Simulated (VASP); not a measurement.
TiAl (an interface model), 12 atoms in the cell. The cell holds layers of an interface, 12 atoms: a = 3.186 Å, b = 3.186 Å, c = 19.663 Å, α = 90.00°, β = 90.00°, γ = 90.00°. 

- Program: VASP 6.6.1
- Task: single point
- Functional: PBE
- Potentials or basis: VASP PAW PBE potentials, release 64 (Ti_sv, Al)
- Cutoff: 520 eV
- k mesh: 10 × 10 × 2
- Occupations: gaussian, width 0.1 eV
- Spin: no spin polarisation
- Dipole correction: no
- Further INCAR settings: ALGO = Fast; EDIFF = 1e-06; NBANDS = 57

Potentials or basis: VASP PAW PBE potentials, release 64 (Ti_sv, Al).

Launch:

```bash
$ cat potpaw_PBE.64/Ti_sv/POTCAR potpaw_PBE.64/Al/POTCAR > POTCAR
$ mpirun -np 1 vasp_std > vasp.out
```

Hardware: 1 thread of AMD EPYC 7R43 64-Core Processor (Zen 3), with other jobs on the host.

**Question.** Estimate the wall time of this run.

**Answer.** Run time: 42 min on 1 thread of AMD EPYC 7R43 64-Core Processor (Zen 3), with other jobs on the host, peak memory 0.48 GiB. Counts: scf iterations 66, k points 42.
